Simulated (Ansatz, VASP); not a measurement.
Pb: VASP beside Ansatz

Contents of INCAR:

```
SYSTEM = Pb
ALGO = Normal
EDIFF = 1E-7
EDIFFG = -0.01
ENCUT = 500
GGA = PE
GGA_COMPAT = .FALSE.
IBRION = 2
ISIF = 3
ISMEAR = 1
LASPH = .TRUE.
LCHARG = .FALSE.
LREAL = .FALSE.
LWAVE = .FALSE.
NELM = 120
NELMIN = 4
NSW = 80
PREC = Accurate
SIGMA = 0.1
```

KPOINTS

```
k-points
0
G
  8 8 8
  0 0 0
```

The input POSCAR:

```
Pb
1.0
    3.5002070000      0.0000000000      0.0000000000
    1.7501035000      3.0312681805      0.0000000000
    1.7501035000      1.0104227268      2.8579070480
Pb
1
Direct
    0.0000000000      0.0000000000      0.0000000000
```

Input for Ansatz:

```yaml
crystal:
  lattice:
    - [3.500207, 0.0, 0.0]
    - [1.7501035000000005, 3.0312681805041186, 0.0]
    - [1.7501035000000005, 1.0104227268347064, 2.857907048039293]
  atoms:
    - { symbol: Pb, position: [0.0, 0.0, 0.0] }
kpoints:
  mp_grid:
    grid: [8, 8, 8]
hamiltonian:
  xc: pbe
  dispersion: none
scf:
  occupations:
    method: methfessel_paxton
    width: 0.1
relax:
  cell: {}
```

Alike in both runs: task relaxation of cell and atoms; functional PBE; k mesh 8 × 8 × 8; occupations methfessel-paxton of order 1, width 0.1 eV; no spin polarisation.

|  | VASP | Ansatz |
| --- | --- | --- |
| version | VASP 6.6.1 | Ansatz 0.2.0 |
| potentials or method | VASP PAW PBE potentials, release 64 (Pb_d) | plane waves, PAW |
| plane-wave cutoff (eV) | 500 | 420 |
| valence electrons in the cell | 14 | 14 |

```tsv
	VASP	Ansatz	Ansatz less VASP
relaxed volume (Å³/atom)	32.01	32.05	+0.049
relaxed cell length with the largest relative difference (Å)	3.564	3.566	+0.0018
```

Neither program's run includes spin-orbit coupling.
